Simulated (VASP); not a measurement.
**C: single point with PBEsol**

Crystal: C.

```
C
1.0
     0.00000    1.70583    1.84798
     1.70583    0.00000    1.84798
     1.70583    1.70583    0.00000
C
2
Direct
  0.50000 0.50000 0.50000
  0.75000 0.75000 0.75000
```

This cell differs from its parent crystal: strain -0.040 along x and y, +0.040 along z.

| Item | Value |
| --- | --- |
| Program | VASP 6.6.1 |
| Task | single point |
| Functional | PBEsol |
| Potentials or basis | VASP PAW PBE potentials, release 64 (C) |
| Cutoff | 520 eV |
| k mesh | 12 × 12 × 12 |
| Occupations | gaussian, width 0.05 eV |
| Spin | no spin polarisation |

```
Pressure               : 22.0 GPa
Band gap on the k mesh : 3.12 eV, indirect (least direct gap 4.96 eV)
```

Stress tensor (GPa, compression positive):
```
 50.08   0.00   0.00
  0.00  50.08   0.00
  0.00   0.00 -34.10
```

Levels at points of the mesh, in eV from the valence-band top:
```csv
k point,band 1,band 2,band 3,band 4,band 5,band 6,band 7,band 8,band 9
"(0.00, 0.00, 0.00)",-22.71,-1.37,0.00,0.00,4.96,4.96,5.96,14.01,19.27
"(0.50, 0.00, 0.00)",-16.54,-14.51,-4.20,-2.60,6.72,8.53,10.16,15.57,21.80
"(0.50, 0.50, 0.00)",-14.47,-14.47,-6.25,-6.25,5.58,5.58,16.80,16.80,22.73
"(0.50, 0.00, 0.50)",-13.16,-13.16,-7.48,-7.48,3.66,3.66,16.92,16.92,23.69
```

It took 13 s on 1 thread of Intel(R) Xeon(R) Platinum 8488C (Sapphire Rapids) (shared host), peak memory 0.12 GiB.

Caveat: the cell differs from its parent crystal (strain -0.040 along x and y, +0.040 along z); the PAW data sets were made with another functional, which shifts forces and pressure a little. A k mesh can miss the band edges.
